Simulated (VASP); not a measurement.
ZrAl5N6: relaxation of cell and atoms with PBE

The system is ZrAl5N6.

```
Zr Al N
1.0
     2.91468    0.00000    0.00000
    -1.45734    2.52419    0.00000
     0.00000    0.00000   15.55293
Zr Al N
1 5 6
Cartesian
  0.0000 1.6828 7.7765
  0.0000 1.6828 13.0164
  0.0000 1.6828 2.5365
  1.4573 0.8414 0.0000
  1.4573 0.8414 5.0719
  1.4573 0.8414 10.4811
  0.0000 0.0000 11.7380
  0.0000 0.0000 1.2733
  0.0000 0.0000 6.3071
  0.0000 0.0000 14.2797
  0.0000 0.0000 3.8149
  0.0000 0.0000 9.2458
```

```json
{
  "Program": "VASP 6.6.1",
  "Task": "relaxation of cell and atoms",
  "Functional": "PBE",
  "Potentials or basis": "VASP PAW PBE potentials, release 64 (Zr_sv, Al, N)",
  "Cutoff": "600 eV",
  "k mesh": "12 × 12 × 4",
  "Occupations": "gaussian, width 0.1 eV",
  "Spin": "no spin polarisation",
  "Dipole correction": "no",
  "Further INCAR settings": "ALGO = Normal; EDIFF = 1e-07; IBRION = 2; EDIFFG = -0.01; NSW = 100; ISIF = 3"
}
```

| Property | Result |
| --- | --- |
| Relaxed volume | 9.51 Å³/atom |
| Relaxed cell | a = 2.911 Å, b = 2.911 Å, c = 15.546 Å, α = 90.00°, β = 90.00°, γ = 120.00° |
| Space group after relaxing (to 0.05 Å) | P-6m2 (No. 187) |
| Energy gained by relaxing | 1.0 meV/atom |
| Ionic steps | 10 |
| Pressure after relaxing | 0.0 GPa |
| Largest force after relaxing | 0.004 eV/Å |

Forces in eV/Å, atoms in the order of the input:
```
Zr   0.000  0.000  0.000
Al   0.000  0.000 -0.001
Al   0.000  0.000  0.001
Al   0.000  0.000  0.000
Al   0.000  0.000  0.001
Al   0.000  0.000 -0.001
N    0.000  0.000  0.004
N    0.000  0.000  0.001
N    0.000  0.000  0.002
N    0.000  0.000 -0.001
N    0.000  0.000 -0.004
N    0.000  0.000 -0.002
```

The path:
```csv
step,energy change (eV),largest force (eV/Å),pressure (GPa),volume (Å³)
1,0.0000,0.3021,-0.43,114.43
2,-0.0106,0.0695,0.28,114.00
3,-0.0107,0.0612,0.36,113.96
4,-0.0111,0.0586,-0.29,114.28
5,-0.0113,0.0297,-0.05,114.16
6,-0.0114,0.0220,-0.02,114.14
7,-0.0114,0.0241,-0.01,114.13
8,-0.0115,0.0132,0.01,114.11
9,-0.0115,0.0133,0.01,114.11
10,-0.0115,0.0037,0.00,114.12
```

Final structure:
```cif
data_structure
_symmetry_space_group_name_H-M 'P 1'
_symmetry_Int_Tables_number 1
_cell_length_a 2.9114
_cell_length_b 2.9114
_cell_length_c 15.5458
_cell_angle_alpha 90.000
_cell_angle_beta 90.000
_cell_angle_gamma 120.000
_cell_volume 114.12
loop_
_atom_site_label
_atom_site_type_symbol
_atom_site_fract_x
_atom_site_fract_y
_atom_site_fract_z
_atom_site_occupancy
Zr1 Zr 0.33333 0.66667 0.50000 1
Al1 Al 0.33333 0.66667 0.83662 1
Al2 Al 0.33333 0.66667 0.16338 1
Al3 Al 0.66667 0.33333 0.00000 1
Al4 Al 0.66667 0.33333 0.32667 1
Al5 Al 0.66667 0.33333 0.67333 1
N1 N 0.00000 0.00000 0.75556 1
N2 N 0.00000 0.00000 0.08155 1
N3 N 0.00000 0.00000 0.40425 1
N4 N 0.00000 0.00000 0.91845 1
N5 N 0.00000 0.00000 0.24444 1
N6 N 0.00000 0.00000 0.59575 1
```

Levels at points of the mesh, in eV from the Fermi level:
```csv
k point,band 26,band 27,band 28,band 29,band 30,band 31
"(0.00, 0.00, 0.00)",-1.23,-1.01,-1.01,0.31,1.98,2.76
"(0.50, 0.00, 0.00)",-2.32,-2.29,-0.76,-0.06,0.31,1.29
"(0.00, 0.00, 0.50)",-1.30,-1.04,-1.04,0.62,1.90,2.64
"(0.50, 0.00, 0.50)",-2.16,-1.85,-1.27,0.10,0.17,1.74
```

Wall time 33 min on 1 thread of Intel Xeon 6975P-C, on a shared host, peak memory 0.44 GiB.
